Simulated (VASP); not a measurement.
# TaN (P-6m2) in VASP: a series of runs

Runs on TaN. Level: PBE. Tasks: electric field gradients.

Everything below comes from runs of VASP 6.6.1. Logs are shortened: lines on timing, memory, paths and dates and some standing lists are left out, and cuts for length are marked.

## Step 1: The cell of the first run

Symmetry: P-6m2, No. 187, hexagonal system. Conventional cell: a = 2.898 Å, b = 2.898 Å, c = 2.844 Å, α = 90.00°, β = 90.00°, γ = 120.00°. Within 2.9 Å of Ta (site symmetry -6m2) lie 6 N at 2.20 Å and 8 Ta at 2.84 to 2.90 Å. Within 2.9 Å of N (site symmetry -6m2) lie 6 Ta at 2.20 Å and 8 N at 2.84 to 2.90 Å.

## Step 2: Electric field gradients, PBE (10.34 Å³/atom)

Input file INCAR:

```
SYSTEM = TaN
PREC = Accurate
ENCUT = 520
EDIFF = 1E-8
ISMEAR = -1
SIGMA = 0.02
LREAL = .FALSE.
LASPH = .TRUE.
NELM = 120
ALGO = Normal
ISIF = 2
LWAVE = .FALSE.
LCHARG = .FALSE.
GGA = PE
LEFG = .TRUE.
NBANDS = 16
GGA_COMPAT = .FALSE.
```

Input file KPOINTS:

```
Automatic mesh
0
G
  12 12 10
  0 0 0
```

Input file POSCAR:

```
TaN
1.0
    2.8982913036      0.0000000000      0.0000000000
   -1.4491456518      2.5099938965      0.0000000000
    0.0000000000      0.0000000000      2.8440357641
Ta N
1 1
Direct
    0.3333333333      0.6666666667      0.5000000000
    0.0000000000      0.0000000000      0.0000000000
```

Potentials or basis: VASP PAW PBE potentials, release 64 (Ta_sv_GW, N).

Launch:

```
$ cat potpaw_PBE.64/Ta_sv_GW/POTCAR potpaw_PBE.64/N/POTCAR > POTCAR
$ mpirun -np 1 vasp_std > vasp.out
```

OUTCAR:

```text
SYSTEM = TaN
   PREC = Accurate
   ENCUT = 520
   EDIFF = 1E-8
   ISMEAR = -1
   LREAL = .FALSE.
   LASPH = .TRUE.
   NELM = 120
   ISIF = 2
   GGA = PE

 ion  position               nearest neighbor table
   1  0.333  0.667  0.500-   2 2.20   2 2.20   2 2.20   2 2.20   2 2.20   2 2.20
   2  0.000  0.000  0.000-   1 2.20   1 2.20   1 2.20   1 2.20   1 2.20   1 2.20

  LATTYP: Found a hexagonal cell.
 ALAT       =     2.8982913036
 C/A-ratio  =     0.9812801634

  Lattice vectors:

 A1 = (   2.8982913036,   0.0000000000,   0.0000000000)
 A2 = (  -1.4491456518,   2.5099938965,   0.0000000000)
 A3 = (   0.0000000000,   0.0000000000,   2.8440357641)

Analysis of symmetry for initial positions (statically):
=====================================================================
 Subroutine PRICEL returns:
 Original cell was already a primitive cell.

 Routine SETGRP: Setting up the symmetry group for a
 hexagonal supercell.

 Subroutine GETGRP returns: Found 12 space group operations
 (whereof 12 operations were pure point group operations)
 out of a pool of 24 trial point group operations.

The static configuration has the point symmetry D_3h.

Analysis of symmetry for dynamics (positions and initial velocities):
=====================================================================
 Subroutine PRICEL returns:
 Original cell was already a primitive cell.

 Routine SETGRP: Setting up the symmetry group for a
 hexagonal supercell.

 Subroutine GETGRP returns: Found 12 space group operations
 (whereof 12 operations were pure point group operations)
 out of a pool of 24 trial point group operations.

The dynamic configuration has the point symmetry D_3h.

 Subroutine INISYM returns: Found 12 space group operations
 (whereof 12 operations are pure point group operations),
 and found     1 'primitive' translations

----------------------------------------------------------------------------------------

                                     Primitive cell

  volume of cell :      20.6895

  direct lattice vectors                    reciprocal lattice vectors
     2.898291304  0.000000000  0.000000000     0.345030880  0.199203672  0.000000000
    -1.449145652  2.509993897  0.000000000     0.000000000  0.398407343  0.000000000
     0.000000000  0.000000000  2.844035764     0.000000000  0.000000000  0.351613019

  length of vectors
     2.898291304  2.898291304  2.844035764     0.398407343  0.398407343  0.351613019

  position of ions in fractional coordinates (direct lattice)
     0.333333333  0.666666667  0.500000000
     0.000000000  0.000000000  0.000000000

  ion indices of the primitive-cell ions
   primitive index   ion index
                 1           1
                 2           2

----------------------------------------------------------------------------------------

 KPOINTS: Automatic mesh

Automatic generation of k-mesh.
 Grid dimensions read from file:
 generate k-points for:   12   12   10

 Generating k-lattice:

  Cartesian coordinates                     Fractional coordinates (reciprocal lattice)
     0.028752573  0.016600306  0.000000000     0.083333333 -0.000000000  0.000000000
     0.000000000  0.033200612  0.000000000     0.000000000  0.083333333  0.000000000
     0.000000000  0.000000000  0.035161302     0.000000000  0.000000000  0.100000000

  Length of vectors
     0.033200612  0.033200612  0.035161302

  Shift w.r.t. Gamma in fractional coordinates (k-lattice)
     0.000000000  0.000000000  0.000000000

 Subroutine IBZKPT returns following result:
 ===========================================

 Found    114 irreducible k-points:

 Following reciprocal coordinates:
            Coordinates               Weight
  0.000000  0.000000  0.000000      1.000000
  0.083333 -0.000000  0.000000      6.000000
  0.166667  0.000000  0.000000      6.000000
  0.250000  0.000000  0.000000      6.000000
  0.333333  0.000000  0.000000      6.000000
  0.416667  0.000000  0.000000      6.000000
[... 16 lines left out ...]
  0.250000  0.000000  0.100000     12.000000
  0.333333  0.000000  0.100000     12.000000
 [... further k-points ...]
   k-points           NKPTS =    114   k-points in BZ     NKDIM =    114   number of bands    NBANDS=     16
   number of dos      NEDOS =    301   number of ions     NIONS =      2
   total plane-waves  NPLWV =  13824
   dimension x,y,z NGX =    24 NGY =   24 NGZ =   24
   dimension x,y,z NGXF=    48 NGYF=   48 NGZF=   48
   ions per type =               1   1
   NGX,Y,Z   is equivalent  to a cutoff of  13.77, 13.77, 14.03 a.u.
   NGXF,Y,Z  is equivalent  to a cutoff of  27.53, 27.53, 28.06 a.u.
 SYSTEM =  TaN
   PREC   = accura    normal or accurate (medium, high low for compatibility)
   ISTART =      0    job   : 0-new  1-cont  2-samecut
   ICHARG =      2    charge: 1-file 2-atom 10-const
   ISPIN  =      1    spin polarized calculation?
   LNONCOLLINEAR =      F non collinear calculations
   LSORBIT =      F    spin-orbit coupling
   LASPH  =      T    aspherical Exc in radial PAW
   ENCUT  =  520.0 eV  38.22 Ry    6.18 a.u.   5.39  5.39  5.29*2*pi/ulx,y,z
   NELM   =    120;   NELMIN=  2; NELMDL= -5     # of ELM steps
   EDIFF  = 0.1E-07   stopping-criterion for ELM
   LREAL  =      F    real-space projection
   EDIFFG = 0.1E-06   stopping-criterion for IOM
   NSW    =      0    number of steps for IOM
   IBRION =     -1    ionic relax: 0-MD 1-quasi-New 2-CG
   NFREE  =      0    steps in history (QN), initial steepest desc. (CG)
   ISIF   =      2    stress and relaxation
   ISYM   =      2    0-nonsym 1-usesym 2-fastsym
   POTIM  = 0.5000    time-step for ionic-motion
   TEBEG  =    0.0;   TEEND  =   0.0 temperature during run
   PSTRESS=    0.0 pullay stress
   NELECT =      18.0000    total number of electrons
   NUPDOWN=      -1.0000    fix difference up-down
   EMIN   =  10.00;   EMAX   =-10.00  energy-range for DOS
   EFERMI =   0.00;   METHOD = LEGACY
   ISMEAR =    -1;   SIGMA  =   0.02  broadening in eV -4-tet -1-fermi 0-gaus
   EFERMI_NEDOS =   21; number of points for ismear=-14 and -15
   IALGO  =     38    algorithm
   IMIX   =      4    mixing-type and parameters
     AMIX     =   0.40;   BMIX     =  1.00
     AMIX_MAG =   1.60;   BMIX_MAG =  1.00
  volume/ion in A,a.u.               =      10.34        69.81
  Fermi-wavevector in a.u.,A,eV,Ry     =   1.562844  2.953348 33.231995  2.442483
  Thomas-Fermi vector in A             =   2.665703
   LORBIT       =      0    0 simple, 1 ext, 2 COOP (PROOUT), +10 PAW based schemes
   GGA     = PE    functional components
   LHFCALC =     F    Hartree Fock is set to
   AEXX    =    0.0000 exact exchange contribution
   IVDW    =     0    specifies the selected vdW correction
   LEPSILON=     F    determine dielectric tensor
   LRPA    =     F    only Hartree local field effects (RPA)
 non-spin polarized calculation
  energy-cutoff  :      520.00
  volume of cell :       20.69
 maximum number of plane-waves:       580
 NGX is ok and might be reduce to    24
   NGX = 11   NGY = 11   NGZ = 11

 number of electron      18.0000000 magnetization

 Free energy of the ion-electron system (eV)
  ---------------------------------------------------
  ext. energy  EPLUGINS =         0.00000000
  ---------------------------------------------------
  free energy    TOTEN  =       -24.88863553 eV

  energy without entropy =      -24.88855099  energy(sigma->0) =      -24.88859326

 E-fermi :  13.1678     XC(G=0): -13.9229

 val. band max:       13.0570399161   @ k =   0.0000   0.0000   0.4000
 cond. band min:      13.1843953726   @ k =   0.3333   0.3333   0.0000
 fundamental gap:      0.1273554566
 Fermi energy:        13.1677982432

 k-point     1 :       0.0000    0.0000    0.0000
  band No.  band energies     occupation
      1     -55.3795      2.00000
      2     -21.6542      2.00000
      3     -21.3741      2.00000
      4     -21.3741      2.00000
      5      -5.0150      2.00000
      6       8.3097      2.00000
[... 8 lines left out ...]
     15      26.2959      0.00000
     16      29.6071      0.00000

 k-point     2 :       0.0833   -0.0000    0.0000
  band No.  band energies     occupation
      1     -55.3734      2.00000
      2     -21.6432      2.00000
      3     -21.4611      2.00000
      4     -21.3922      2.00000
      5      -4.8615      2.00000
      6       7.8715      2.00000
[... 8 lines left out ...]
     15      26.2920      0.00000
     16      29.9021      0.00000
[... 387 lines left out ...]
      5      -3.7218      2.00000
      6       6.0886      2.00000
[... 8 lines left out ...]
     15      26.1723      0.00000
     16      30.5805      0.00000

 k-point    24 :       0.3333    0.0000    0.1000
  band No.  band energies     occupation
      1     -55.3051      2.00000
      2     -22.2696      2.00000
      3     -21.6264      2.00000
      4     -21.5648      2.00000
      5      -3.1718      2.00000
      6       5.2771      2.00000
[... 8 lines left out ...]
     15      26.5717      0.00000
     16      29.6223      0.00000

 [... further k-points ...]
[... 5 lines left out ...]
  --------------------------------------------------------------------------------------
  -------------------------------------------------------------------------------------
  Total        2.5055498      2.5055498      2.9018415      0.0000000      0.0000000      0.0000000
  in kB      194.0277567    194.0277567    224.7162685      0.0000000      0.0000000      0.0000000
  external PRESSURE =     204.2572607 kB  Pullay stress =       0.0000000 kB

 VOLUME and BASIS-vectors are now :
 -----------------------------------------------------------------------------
  energy-cutoff  :      520.00
  volume of cell :       20.69
      direct lattice vectors                 reciprocal lattice vectors
     2.898291304  0.000000000  0.000000000     0.345030880  0.199203672  0.000000000
    -1.449145652  2.509993897  0.000000000     0.000000000  0.398407343  0.000000000
     0.000000000  0.000000000  2.844035764     0.000000000  0.000000000  0.351613019

 POSITION                                       TOTAL-FORCE (eV/Angst)
 -----------------------------------------------------------------------------------
     -0.00000      1.67333      1.42202        -0.000000      0.000000      0.000000
      0.00000      0.00000      0.00000         0.000000      0.000000      0.000000
 -----------------------------------------------------------------------------------
    total drift:                                0.000000     -0.000000     -0.000000

  FREE ENERGIE OF THE ION-ELECTRON SYSTEM (eV)
  ---------------------------------------------------
  free  energy   TOTEN  =       -24.8886355283 eV

  energy  without entropy=      -24.8885509870  energy(sigma->0) =      -24.88859326

 Electric field gradients (V/A^2)
---------------------------------------------------------------------
 ion       V_xx      V_yy      V_zz      V_xy      V_xz      V_yz
---------------------------------------------------------------------
   1     -14.736   -14.737    29.473    -0.000     0.000    -0.000
   2       0.028     0.029    -0.057     0.001    -0.000    -0.000
---------------------------------------------------------------------

 Electric field gradients after diagonalization (V/A^2)
 (convention: |V_zz| > |V_xx| > |V_yy|)
----------------------------------------------------------------------
 ion       V_xx      V_yy      V_zz     asymmetry (V_yy - V_xx)/ V_zz
----------------------------------------------------------------------
   1     -14.737   -14.736    29.473       0.000
   2       0.029     0.028    -0.057       0.028
----------------------------------------------------------------------

           NMR quadrupolar parameters

 Cq : quadrupolar parameter    Cq=e*Q*V_zz/h
 eta: asymmetry parameters     (V_yy - V_xx)/ V_zz
 Q  : nuclear electric quadrupole moment in mb (millibarn)
----------------------------------------------------------------------
 ion       Cq(MHz)       eta       Q (mb)
----------------------------------------------------------------------
   1       0.071       0.000       1.000
   2      -0.000       0.028       1.000
----------------------------------------------------------------------
```

Run time: 27 s. Hardware: 1 thread of Intel Xeon Platinum 8259CL at 2.50GHz (Skylake/Cascade Lake), shared host; peak memory 0.17 GiB.

What came out:

```
Free energy                             : -24.8886 eV
Pressure                                : 20.4 GPa
Band gap on the k mesh                  : zero (bands 9 and 10 overlap by 0.53 eV)
Largest electric field gradient by atom : Ta +29.5; N -0.1 V/Å²
```

Stress tensor (GPa, compression positive):
```
19.40  0.00  0.00
 0.00 19.40  0.00
 0.00  0.00 22.47
```

Electric field gradients, principal values (V/Å²):
```csv
atom,least,middle,greatest (by size)
1 Ta,-14.736,-14.737,29.473
2 N,0.028,0.029,-0.057
```

Caveat: the cell stands under pressure; without QUAD_EFG the Cq values of the log hold for a quadrupole moment of 1 mb, not for the nuclei; spin-orbit coupling is left out, which moves the levels of the heavy elements.

## Step 3: Electric field gradients, PBE (11.21 Å³/atom)

This run uses another cell than the first one, of 11.21 Å³/atom.

Input file INCAR:

```
SYSTEM = TaN
ALGO = Normal
EDIFF = 1E-8
ENCUT = 520
GGA = PE
GGA_COMPAT = .False.
ISIF = 2
ISMEAR = -1
LASPH = .True.
LCHARG = .False.
LEFG = .True.
LREAL = .False.
LWAVE = .False.
NBANDS = 16
NELM = 120
PREC = Accurate
SIGMA = 0.02
```

Input file KPOINTS:

```
k-points
0
Gamma
  12 12 10
  0 0 0
```

Input file POSCAR:

```
TaN
1.0
    2.9766611718      0.0000000000      0.0000000000
   -1.4883305859      2.5778641933      0.0000000000
    0.0000000000      0.0000000000      2.9209385612
Ta N
1 1
Direct
    0.3333333333      0.6666666667      0.5000000000
    0.0000000000      0.0000000000      0.0000000000
```

Potentials or basis: VASP PAW PBE potentials, release 64 (Ta_sv_GW, N).

Launch:

```
$ cat potpaw_PBE.64/Ta_sv_GW/POTCAR potpaw_PBE.64/N/POTCAR > POTCAR
$ mpirun -np 1 vasp_std > vasp.out
```

OUTCAR:

```text
SYSTEM = TaN
   EDIFF = 1E-8
   ENCUT = 520
   GGA = PE
   ISIF = 2
   ISMEAR = -1
   LASPH = .True.
   LREAL = .False.
   NELM = 120
   PREC = Accurate

 ion  position               nearest neighbor table
   1  0.333  0.667  0.500-   2 2.26   2 2.26   2 2.26   2 2.26   2 2.26   2 2.26
   2  0.000  0.000  0.000-   1 2.26   1 2.26   1 2.26   1 2.26   1 2.26   1 2.26

  LATTYP: Found a hexagonal cell.
 ALAT       =     2.9766611718
 C/A-ratio  =     0.9812801635

  Lattice vectors:

 A1 = (   2.9766611718,   0.0000000000,   0.0000000000)
 A2 = (  -1.4883305859,   2.5778641933,   0.0000000000)
[... 669 lines left out ...]
  free  energy   TOTEN  =       -24.9482019181 eV

  energy  without entropy=      -24.9481130704  energy(sigma->0) =      -24.94815749

 Electric field gradients (V/A^2)
---------------------------------------------------------------------
 ion       V_xx      V_yy      V_zz      V_xy      V_xz      V_yz
---------------------------------------------------------------------
   1     -19.600   -19.600    39.200     0.000     0.000    -0.000
   2      -0.578    -0.577     1.156     0.001    -0.000    -0.000
---------------------------------------------------------------------

 Electric field gradients after diagonalization (V/A^2)
 (convention: |V_zz| > |V_xx| > |V_yy|)
----------------------------------------------------------------------
 ion       V_xx      V_yy      V_zz     asymmetry (V_yy - V_xx)/ V_zz
----------------------------------------------------------------------
   1     -19.601   -19.600    39.200       0.000
   2      -0.579    -0.577     1.156       0.002
----------------------------------------------------------------------

           NMR quadrupolar parameters

 Cq : quadrupolar parameter    Cq=e*Q*V_zz/h
 eta: asymmetry parameters     (V_yy - V_xx)/ V_zz
 Q  : nuclear electric quadrupole moment in mb (millibarn)
----------------------------------------------------------------------
 ion       Cq(MHz)       eta       Q (mb)
----------------------------------------------------------------------
   1       0.095       0.000       1.000
   2       0.003       0.002       1.000
----------------------------------------------------------------------
```

OSZICAR:

```text
N       E                     dE             d eps       ncg     rms          rms(c)
DAV:   1     0.101691997514E+03    0.10169E+03   -0.11257E+04  3688   0.114E+03
DAV:   2    -0.237668448455E+02   -0.12546E+03   -0.12134E+03  5136   0.306E+02
DAV:   3    -0.286110757179E+02   -0.48442E+01   -0.48393E+01  4440   0.541E+01
DAV:   4    -0.287154265553E+02   -0.10435E+00   -0.10435E+00  5160   0.558E+00
DAV:   5    -0.287189732259E+02   -0.35467E-02   -0.35467E-02  4424   0.723E-01    0.541E+01
DAV:   6    -0.251172448099E+02    0.36017E+01   -0.77321E+00  4264   0.235E+01    0.568E+01
DAV:   7    -0.249985374051E+02    0.11871E+00   -0.55542E-01  3832   0.588E+00    0.265E+01
DAV:   8    -0.249491215748E+02    0.49416E-01   -0.15522E-01  4744   0.305E+00    0.563E+00
DAV:   9    -0.249482751903E+02    0.84638E-03   -0.88189E-03  4456   0.896E-01    0.704E-01
DAV:  10    -0.249481676352E+02    0.10756E-03   -0.17974E-03  3824   0.407E-01    0.111E-01
DAV:  11    -0.249482056203E+02   -0.37985E-04   -0.94577E-05  4304   0.109E-01    0.180E-01
DAV:  12    -0.249482016216E+02    0.39987E-05   -0.93367E-06  4680   0.307E-02    0.292E-02
DAV:  13    -0.249482020237E+02   -0.40210E-06   -0.78881E-07  4136   0.817E-03    0.123E-02
DAV:  14    -0.249482019641E+02    0.59577E-07   -0.84302E-08  4656   0.213E-03    0.394E-03
DAV:  15    -0.249482019221E+02    0.41999E-07   -0.13232E-08  3616   0.897E-04    0.101E-03
DAV:  16    -0.249482019181E+02    0.40222E-08   -0.99389E-10  2024   0.248E-04
   1 F= -.24948202E+02 E0= -.24948157E+02  d E =-.888477E-04
```

stdout:

```text
POSCAR found type information on POSCAR TaN
 POSCAR found :  2 types and       2 ions
 scaLAPACK will be used
 LDA part: xc-table for (Slater+PW92), standard interpolation
 POSCAR, INCAR and KPOINTS ok, starting setup
 FFT: planning ... GRIDC
 FFT: planning ... GRID_SOFT
 FFT: planning ... GRID
 WAVECAR not read
 entering main loop
ion   1

ion   2
```

Wall time 26 s (1 thread of AMD EPYC 9R45 (Zen 5), shared host); peak memory 0.15 GiB.

Results:

```
Free energy                             : -24.9482 eV
Pressure                                : -8.6 GPa
Band gap on the k mesh                  : zero (bands 9 and 10 overlap by 0.48 eV)
Largest electric field gradient by atom : Ta +39.2; N +1.2 V/Å²
```

Levels at points of the mesh, in eV from the Fermi level:
| k point | band 6 | band 7 | band 8 | band 9 | band 10 | band 11 | band 12 | band 13 |
| --- | --- | --- | --- | --- | --- | --- | --- | --- |
| (0.00, 0.00, 0.00) | -4.49 | -4.49 | -4.13 | -2.98 | 1.80 | 3.30 | 3.30 | 3.69 |
| (0.50, 0.00, 0.00) | -8.16 | -5.10 | -3.41 | -3.21 | 2.77 | 3.69 | 4.88 | 4.92 |
| (0.00, 0.00, 0.50) | -9.20 | -3.71 | -3.71 | -0.18 | -0.18 | 2.17 | 3.11 | 3.11 |
| (0.50, 0.00, 0.50) | -7.20 | -6.13 | -5.56 | -0.53 | 3.78 | 4.96 | 5.60 | 6.62 |

Electric field gradients, principal values (V/Å²):
| atom | least | middle | greatest (by size) |
| --- | --- | --- | --- |
| 1 Ta | -19.600 | -19.601 | 39.200 |
| 2 N | -0.577 | -0.579 | 1.156 |

Caveat: the cell stands under tension; without QUAD_EFG the Cq values of the log hold for a quadrupole moment of 1 mb, not for the nuclei; spin-orbit coupling is left out, which moves the levels of the heavy elements.

The gap in the log of VASP goes by the Fermi energy; the results here count the filled bands.